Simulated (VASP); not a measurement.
# Os (P6/mmm) in VASP: a series of runs

Runs on Os. Level: revPBE. Tasks: single point.

Everything below comes from runs of VASP 6.6.1. Logs are shortened: lines on timing, memory, paths and dates and some standing lists are left out, and cuts for length are marked.

### Step 1. The cell of the first run

The structure is hexagonal, space group P6/mmm (No. 191). The conventional cell has a = 4.334 Å, b = 4.334 Å, c = 2.729 Å, α = 90.00°, β = 90.00°, γ = 120.00°. Os (site symmetry 6/mmm) has 14 Os at 2.73 to 2.85 Å within 3.6 Å. Os (site symmetry -6m2) has 11 Os at 2.50 to 2.85 Å within 3.3 Å.

This isn't the form of Os at room conditions, which is hcp.

### Step 2. Single point, revPBE

The input, INCAR:

```
SYSTEM = Os
PREC     = Accurate       ! precision mode
ENCUT    = 520            ! plane-wave cutoff, eV
EDIFF    = 1E-6           ! SCF threshold, eV
ISMEAR   = -1             ! smearing method
SIGMA    = 0.1            ! smearing width, eV
LREAL    = .FALSE.        ! projectors in reciprocal space
LASPH    = .TRUE.         ! aspherical terms in the spheres
NELM     = 100            ! most SCF steps
ALGO     = Normal         ! electronic algorithm
ISIF     = 2              ! what is computed and relaxed
LWAVE    = .FALSE.        ! write WAVECAR
LCHARG   = .FALSE.        ! write CHGCAR
GGA      = RE             ! functional
NBANDS   = 19             ! bands
```

The input, KPOINTS:

```
Automatic mesh
0
G
  9 9 12
  0 0 0
```

The input, POSCAR:

```
Os
1.0
    4.3341471825      0.0000000000      0.0000000000
   -2.1670735912      3.7534815637      0.0000000000
    0.0000000000      0.0000000000      2.7288528285
Os
3
Direct
    1.0000000000      1.0000000000      0.0000000000
    0.3333333333      0.6666666667      0.5000000000
    0.6666666667      0.3333333333      0.5000000000
```

Potentials or basis: VASP PAW PBE potentials, release 64 (Os).

The run is started by

```sh
$ cat potpaw_PBE.64/Os/POTCAR > POTCAR
$ mpirun -np 1 vasp_std > vasp.out
```

OUTCAR:

```text
SYSTEM = Os
   PREC = Accurate
   ENCUT = 520
   EDIFF = 1E-6
   ISMEAR = -1
   LREAL = .FALSE.
   LASPH = .TRUE.
   NELM = 100
   ISIF = 2
   GGA = RE

 ion  position               nearest neighbor table
   1  0.000  0.000  0.000-   2 2.85   3 2.85   2 2.85   3 2.85   2 2.85   2 2.85   3 2.85   3 2.85
                             3 2.85   3 2.85   2 2.85   2 2.85
   2  0.333  0.667  0.500-   3 2.50   3 2.50   3 2.50   1 2.85   1 2.85   1 2.85   1 2.85   1 2.85
                             1 2.85
   3  0.667  0.333  0.500-   2 2.50   2 2.50   2 2.50   1 2.85   1 2.85   1 2.85   1 2.85   1 2.85
                             1 2.85

  LATTYP: Found a hexagonal cell.
 ALAT       =     4.3341471825
 C/A-ratio  =     0.6296170189

  Lattice vectors:

 A1 = (   4.3341471825,   0.0000000000,   0.0000000000)
 A2 = (  -2.1670735912,   3.7534815637,   0.0000000000)
 A3 = (   0.0000000000,   0.0000000000,   2.7288528285)

Analysis of symmetry for initial positions (statically):
=====================================================================
 Subroutine PRICEL returns:
 Original cell was already a primitive cell.

 Routine SETGRP: Setting up the symmetry group for a
 hexagonal supercell.

 Subroutine GETGRP returns: Found 24 space group operations
 (whereof 24 operations were pure point group operations)
 out of a pool of 24 trial point group operations.

The static configuration has the point symmetry D_6h.

Analysis of symmetry for dynamics (positions and initial velocities):
=====================================================================
 Subroutine PRICEL returns:
 Original cell was already a primitive cell.

 Routine SETGRP: Setting up the symmetry group for a
 hexagonal supercell.

 Subroutine GETGRP returns: Found 24 space group operations
 (whereof 24 operations were pure point group operations)
 out of a pool of 24 trial point group operations.

The dynamic configuration has the point symmetry D_6h.

 Subroutine INISYM returns: Found 24 space group operations
 (whereof 24 operations are pure point group operations),
 and found     1 'primitive' translations

----------------------------------------------------------------------------------------

                                     Primitive cell

  volume of cell :      44.3934

  direct lattice vectors                    reciprocal lattice vectors
     4.334147182  0.000000000  0.000000000     0.230725898  0.133209659  0.000000000
    -2.167073591  3.753481564  0.000000000     0.000000000  0.266419318  0.000000000
     0.000000000  0.000000000  2.728852828     0.000000000  0.000000000  0.366454354

  length of vectors
     4.334147182  4.334147182  2.728852828     0.266419318  0.266419318  0.366454354

  position of ions in fractional coordinates (direct lattice)
     0.000000000  0.000000000  0.000000000
     0.333333333  0.666666667  0.500000000
     0.666666667  0.333333333  0.500000000

  ion indices of the primitive-cell ions
   primitive index   ion index
                 1           1
                 2           2
                 3           3

----------------------------------------------------------------------------------------

 KPOINTS: Automatic mesh

Automatic generation of k-mesh.
 Grid dimensions read from file:
 generate k-points for:    9    9   12

 Generating k-lattice:

  Cartesian coordinates                     Fractional coordinates (reciprocal lattice)
     0.025636211  0.014801073  0.000000000     0.111111111 -0.000000000  0.000000000
     0.000000000  0.029602146  0.000000000     0.000000000  0.111111111  0.000000000
     0.000000000  0.000000000  0.030537863     0.000000000  0.000000000  0.083333333

  Length of vectors
     0.029602146  0.029602146  0.030537863

  Shift w.r.t. Gamma in fractional coordinates (k-lattice)
     0.000000000  0.000000000  0.000000000

 Subroutine IBZKPT returns following result:
 ===========================================

 Found     84 irreducible k-points:

 Following reciprocal coordinates:
            Coordinates               Weight
[... 43 lines left out ...]
  ---------------------------------------------------
  ext. energy  EPLUGINS =         0.00000000
  ---------------------------------------------------
  free energy    TOTEN  =       -31.20599588 eV

  energy without entropy =      -31.11725047  energy(sigma->0) =      -31.16162317

 E-fermi :   8.9093     XC(G=0): -13.6901

 val. band max:        8.9021115030   @ k =   0.2222   0.2222   0.2500
 cond. band min:       8.9177643239   @ k =   0.2222   0.0000   0.0833
 fundamental gap:      0.0156528209
 Fermi energy:         8.9093190886

 k-point     1 :       0.0000    0.0000    0.0000
  band No.  band energies     occupation
      1      -1.7201      2.00000
      2       2.1182      2.00000
      3       4.6804      2.00000
      4       4.8443      2.00000
      5       4.8443      2.00000
      6       4.8922      2.00000
[... 11 lines left out ...]
     18      17.3406      0.00000
     19      18.3021      0.00000

 k-point     2 :       0.1111   -0.0000    0.0000
  band No.  band energies     occupation
      1      -1.5214      2.00000
      2       2.1850      2.00000
      3       3.8617      2.00000
      4       4.3576      2.00000
      5       4.4574      2.00000
      6       5.3170      2.00000
[... 11 lines left out ...]
     18      16.4301      0.00000
     19      16.6043      0.00000

 k-point     3 :       0.2222    0.0000    0.0000
  band No.  band energies     occupation
      1      -0.9513      2.00000
      2       2.2501      2.00000
      3       3.0203      2.00000
      4       3.8839      2.00000
      5       4.0773      2.00000
      6       5.2622      2.00000
[... 11 lines left out ...]
     18      14.6186      0.00000
     19      16.8901      0.00000

 k-point     4 :       0.3333   -0.0000    0.0000
  band No.  band energies     occupation
      1      -0.0912      2.00000
      2       1.8305      2.00000
      3       2.7257      2.00000
      4       3.5119      2.00000
      5       4.0019      2.00000
      6       4.9223      2.00000
[... 407 lines left out ...]
     18      12.2537      0.00000
     19      19.3435      0.00000

 k-point    23 :       0.3333    0.2222    0.0833
  band No.  band energies     occupation
      1       1.0806      2.00000
      2       1.6638      2.00000
      3       1.9952      2.00000
      4       4.0864      2.00000
      5       4.3794      2.00000
      6       4.8834      2.00000
[... 11 lines left out ...]
     18      11.3658      0.00000
     19      19.7885      0.00000

 k-point    24 :       0.3333    0.3333    0.0833
  band No.  band energies     occupation
      1       1.1165      2.00000
      2       1.8229      2.00000
      3       1.8229      2.00000
      4       4.3301      2.00000
      5       4.3301      2.00000
      6       4.9311      2.00000
[... 11 lines left out ...]
     18      11.0661      0.00000
     19      21.0057      0.00000

 [... further k-points ...]

------------------------ aborting loop because EDIFF is reached ----------------------------------------

  FORCE on cell =-STRESS in cart. coord.  units (eV):
  Direction    XX          YY          ZZ          XY          YZ          ZX
  --------------------------------------------------------------------------------------
  -------------------------------------------------------------------------------------
  Total       -0.1433496     -0.1433496     -0.0733507     -0.0000000     -0.0000000      0.0000000
  in kB       -5.1735541     -5.1735541     -2.6472621     -0.0000000     -0.0000000      0.0000000
  external PRESSURE =      -4.3314568 kB  Pullay stress =       0.0000000 kB

 VOLUME and BASIS-vectors are now :
 -----------------------------------------------------------------------------
  energy-cutoff  :      520.00
  volume of cell :       44.39
      direct lattice vectors                 reciprocal lattice vectors
     4.334147182  0.000000000  0.000000000     0.230725898  0.133209659  0.000000000
    -2.167073591  3.753481564  0.000000000     0.000000000  0.266419318  0.000000000
     0.000000000  0.000000000  2.728852828     0.000000000  0.000000000  0.366454354

 POSITION                                       TOTAL-FORCE (eV/Angst)
 -----------------------------------------------------------------------------------
      0.00000      0.00000      0.00000         0.000000      0.000000      0.000000
     -0.00000      2.50232      1.36443         0.000000      0.000000      0.000000
      2.16707      1.25116      1.36443        -0.000000      0.000000     -0.000000
 -----------------------------------------------------------------------------------
    total drift:                               -0.000000      0.000000      0.000000

  FREE ENERGIE OF THE ION-ELECTRON SYSTEM (eV)
  ---------------------------------------------------
  free  energy   TOTEN  =       -31.2059958755 eV

  energy  without entropy=      -31.1172504654  energy(sigma->0) =      -31.16162317
```

Run time: 20 s. Hardware: 1 thread of Intel Xeon 6975P-C (Granite Rapids), shared host; peak memory 0.19 GiB.

What came out:

- Free energy: -31.2060 eV
- Pressure: -0.4 GPa
- Band gap on the k mesh: zero (bands 12 and 13 overlap by 2.78 eV)

Stress tensor (GPa, compression positive):
```
-0.52  0.00  0.00
 0.00 -0.52  0.00
 0.00  0.00 -0.26
```

Caveat: the PAW data sets were made with another functional, which shifts forces and pressure a little; spin-orbit coupling is left out, which moves the levels of the heavy elements.

### Step 3. Single point, revPBE (13.02 Å³/atom)

This run uses another cell than the first one, of 13.02 Å³/atom.

The input, INCAR:

```
  PREC = Accurate
  ENCUT = 520
  EDIFF = 1E-6
  ISMEAR = -1
  SIGMA = 0.1
  LREAL = False
  LASPH = True
  NELM = 100
  ALGO = Normal
  ISIF = 2
  LWAVE = False
  LCHARG = False
  GGA = RE
  NBANDS = 19
```

The input, KPOINTS:

```
regular mesh
0
Gamma
  10 10 13
```

The input, POSCAR:

```
Os
1.0
    4.1533437747      0.0000000000      0.0000000000
   -2.0766718873      3.5969012195      0.0000000000
    0.0000000000      0.0000000000      2.6150159259
Os
3
Direct
    1.0000000000      1.0000000000      0.0000000000
    0.3333333333      0.6666666667      0.5000000000
    0.6666666667      0.3333333333      0.5000000000
```

Potentials or basis: VASP PAW PBE potentials, release 64 (Os).

The run is started by

```sh
$ cat potpaw_PBE.64/Os/POTCAR > POTCAR
$ mpirun -np 1 vasp_std > vasp.out
```

It took 22 s on 1 thread of Intel Xeon 6975P-C (Granite Rapids), shared host; peak memory 0.19 GiB.

Results (log left out):

- Free energy: -30.2893 eV
- Pressure: 63.3 GPa
- Band gap on the k mesh: zero (bands 12 and 13 overlap by 3.03 eV)

Stress tensor (GPa, compression positive):
```
65.87  0.00  0.00
 0.00 65.87  0.00
 0.00  0.00 58.21
```

Levels at points of the mesh, in eV from the Fermi level:
```csv
k point,band 10,band 11,band 12,band 13,band 14,band 15
"(0.00, 0.00, 0.00)",-2.79,-1.86,-1.86,-1.81,-1.81,2.87
"(0.50, 0.00, 0.00)",-1.52,-1.50,0.08,0.43,1.44,1.47
```

Caveat: the stress differs along the axes, from 58 to 66 GPa; the PAW data sets were made with another functional, which shifts forces and pressure a little; spin-orbit coupling is left out, which moves the levels of the heavy elements.

### Step 4. Single point, revPBE (13.61 Å³/atom)

This run uses another cell than the first one, of 13.61 Å³/atom.

The input, INCAR:

```
SYSTEM = Os
ALGO = Normal ; EDIFF = 1E-7
ENCUT = 520 ; GGA = RE
ISIF = 2 ; ISMEAR = -1
LASPH = .TRUE. ; LCHARG = .FALSE.
LREAL = .FALSE. ; LWAVE = .FALSE.
NBANDS = 19 ; NELM = 80
PREC = Accurate ; SIGMA = 0.1
```

The input, KPOINTS:

```
k-points
0
G
  10 10 13
  0 0 0
```

The input, POSCAR:

```
Os
1.0
    4.2153431208      0.0000000000      0.0000000000
   -2.1076715604      3.6505942283      0.0000000000
    0.0000000000      0.0000000000      2.6540517694
Os
3
Direct
    1.0000000000      1.0000000000      0.0000000000
    0.3333333333      0.6666666667      0.5000000000
    0.6666666667      0.3333333333      0.5000000000
```

The run is started by

```sh
$ cat potpaw_PBE.64/Os/POTCAR > POTCAR
$ mpirun -np 1 vasp_std > vasp.out
```

Wall time 23 s (1 thread of Intel Xeon 6975P-C (Granite Rapids), shared host); peak memory 0.19 GiB.

It converged, with:

```
Free energy            : -30.8401 eV
Pressure               : 36.9 GPa
Band gap on the k mesh : zero (bands 12 and 13 overlap by 2.81 eV)
```

Stress tensor (GPa, compression positive):
```
38.27  0.00  0.00
 0.00 38.27  0.00
 0.00  0.00 34.14
```

Levels at points of the mesh, in eV from the Fermi level:
```
           k point  band 8  band 9  band 10  band 11  band 12  band 13  band 14  band 15  band 16  band 17
(0.00, 0.00, 0.00)   -3.57   -2.61    -2.61    -1.73    -1.73    -1.67    -1.67     2.65     2.65     7.72
(0.50, 0.00, 0.00)   -3.39   -3.29    -1.42    -1.39     0.07     0.39     1.34     1.36     1.45     1.69
```

Caveat: the cell stands under pressure; the PAW data sets were made with another functional, which shifts forces and pressure a little; spin-orbit coupling is left out, which moves the levels of the heavy elements.

### Step 5. Single point, revPBE (14.21 Å³/atom)

This run uses another cell than the first one, of 14.21 Å³/atom.

The input, INCAR:

```
PREC     = Accurate       # precision mode
ENCUT    = 520            # plane-wave cutoff, eV
EDIFF    = 1E-7           # SCF threshold, eV
ISMEAR   = -1             # smearing method
SIGMA    = 0.1            # smearing width, eV
LREAL    = False          # projectors in reciprocal space
LASPH    = True           # aspherical terms in the spheres
NELM     = 80             # most SCF steps
ALGO     = Normal         # electronic algorithm
ISIF     = 2              # what is computed and relaxed
LWAVE    = False          # write WAVECAR
LCHARG   = True           # write CHGCAR
GGA      = RE             # functional
LELF     = True           # ELF
LVHAR    = True         
NBANDS   = 19             # bands
```

The input, KPOINTS:

```
regular mesh
0
Gamma
  10 10 13
```

The input, POSCAR:

```
Os
1.0
    4.2755704453      0.0000000000      0.0000000000
   -2.1377852227      3.7027526213      0.0000000000
    0.0000000000      0.0000000000      2.6919719179
Os
3
Direct
    1.0000000000      1.0000000000      0.0000000000
    0.3333333333      0.6666666667      0.5000000000
    0.6666666667      0.3333333333      0.5000000000
```

The run is started by

```sh
$ cat potpaw_PBE.64/Os/POTCAR > POTCAR
$ mpirun -np 1 vasp_std > vasp.out
```

Run time: 23 s. Hardware: 1 thread of Intel Xeon 6975P-C (Granite Rapids), shared host; peak memory 0.2 GiB.

Results (log left out):

| Item | Value |
| --- | --- |
| Free energy | -31.1301 eV |
| Pressure | 16.0 GPa |
| Band gap on the k mesh | zero (bands 12 and 13 overlap by 2.62 eV) |

Stress tensor (GPa, compression positive):
```
16.44  0.00  0.00
 0.00 16.44  0.00
 0.00  0.00 15.14
```

Levels at points of the mesh, in eV from the Fermi level:
| k point | band 8 | band 9 | band 10 | band 11 | band 12 | band 13 | band 14 | band 15 | band 16 | band 17 |
| --- | --- | --- | --- | --- | --- | --- | --- | --- | --- | --- |
| (0.00, 0.00, 0.00) | -3.36 | -2.45 | -2.45 | -1.62 | -1.62 | -1.56 | -1.56 | 2.46 | 2.46 | 7.32 |
| (0.50, 0.00, 0.00) | -3.20 | -3.08 | -1.33 | -1.30 | 0.07 | 0.35 | 1.25 | 1.26 | 1.34 | 1.60 |

Caveat: the cell stands under pressure; the PAW data sets were made with another functional, which shifts forces and pressure a little; spin-orbit coupling is left out, which moves the levels of the heavy elements.

### Step 6. Single point, revPBE (14.80 Å³/atom)

The input, INCAR:

```
ALGO = Normal
EDIFF = 1E-6
ENCUT = 520
GGA = RE
ISIF = 2
ISMEAR = -1
LASPH = True
LCHARG = False
LREAL = False
LWAVE = False
NBANDS = 19
NELM = 80
PREC = Accurate
SIGMA = 0.1
```

The input, KPOINTS:

```
k-points
0
Gamma
  10 10 13
```

The input, POSCAR:

```
Os
1.0
    4.3341471825      0.0000000000      0.0000000000
   -2.1670735912      3.7534815637      0.0000000000
    0.0000000000      0.0000000000      2.7288528285
Os
3
Direct
    1.0000000000      1.0000000000      0.0000000000
    0.3333333333      0.6666666667      0.5000000000
    0.6666666667      0.3333333333      0.5000000000
```

Potentials or basis: VASP PAW PBE potentials, release 64 (Os).

The run is started by

```sh
$ cat potpaw_PBE.64/Os/POTCAR > POTCAR
$ mpirun -np 1 vasp_std > vasp.out
```

It took 22 s on 1 thread of Intel Xeon 6975P-C (Granite Rapids), shared host; peak memory 0.2 GiB.

It converged, with:

```yaml
Free_energy: -31.2139 eV
Pressure: -0.5 GPa
Band_gap_on_the_k_mesh: zero (bands 12 and 13 overlap by 2.44 eV)
```

Stress tensor (GPa, compression positive):
```
-0.82  0.00  0.00
 0.00 -0.82  0.00
 0.00  0.00  0.16
```

Levels at points of the mesh, in eV from the Fermi level:
```csv
k point,band 10,band 11,band 12,band 13,band 14,band 15
"(0.00, 0.00, 0.00)",-2.31,-1.52,-1.52,-1.45,-1.45,2.28
"(0.50, 0.00, 0.00)",-1.25,-1.21,0.08,0.32,1.16,1.17
```

Caveat: the PAW data sets were made with another functional, which shifts forces and pressure a little; spin-orbit coupling is left out, which moves the levels of the heavy elements.

### Step 7. Summary

```tsv
cell	k mesh	gap on the mesh (eV)	pressure (GPa)
a = 4.334, b = 4.334, c = 2.729 Å, angles 90.0, 90.0, 120.0°, 3 atoms	9 × 9 × 12	none	-0.4
a = 4.153, b = 4.153, c = 2.615 Å, angles 90.0, 90.0, 120.0°, 3 atoms	10 × 10 × 13	none	63.3
a = 4.215, b = 4.215, c = 2.654 Å, angles 90.0, 90.0, 120.0°, 3 atoms	10 × 10 × 13	none	36.9
a = 4.276, b = 4.276, c = 2.692 Å, angles 90.0, 90.0, 120.0°, 3 atoms	10 × 10 × 13	none	16.0
a = 4.334, b = 4.334, c = 2.729 Å, angles 90.0, 90.0, 120.0°, 3 atoms	10 × 10 × 13	none	-0.5
```

Alike in all rows: task single point; level revPBE; potentials or basis VASP PAW PBE potentials, release 64 (Os); no spin polarisation; cutoff (eV) 520; smearing fermi-dirac 0.1 eV.

Caveats: the PAW data sets were made with another functional, which shifts forces and pressure a little; spin-orbit coupling is left out, which moves the levels of the heavy elements; the cell stands under pressure (at least some runs); the stress differs along the axes, from 58 to 66 GPa (at least some runs).

Absolute energies hang on the potentials; compare differences alone.

The gap in the log of VASP goes by the Fermi energy; the results here count the filled bands.